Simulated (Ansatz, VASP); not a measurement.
## BN: VASP beside Ansatz

```
B N
1.0
     0.00000    1.84346    1.84346
     1.84346    0.00000    1.84346
     1.84346    1.84346    0.00000
B N
1 1
Cartesian
  0.0000 0.0000 0.0000
  0.9217 0.9217 0.9217
```

Alike in both runs: task single point; functional PBE; k mesh 2 × 2 × 2; no spin polarisation.

|  | VASP | Ansatz |
| --- | --- | --- |
| version | VASP 6.6.1 | Ansatz 0.2 development build |
| potentials or method | VASP PAW PBE potentials, release 64 (B, N), cutoff 600 eV | all-electron full-potential LAPW, non-relativistic |
| occupations | gaussian, width 0.01 eV | fixed |

Ansatz gave:

- gap on the k mesh at the Fermi level (eV): 4.05
- pressure (GPa): 3.0

Estimate VASP's values.

gap on the k mesh at the Fermi level (eV): 4.03; pressure (GPa): 2.9.

Ansatz ran all-electron here, and VASP with PAW potentials.

The k mesh is coarse, so the values compare programs but aren't converged.
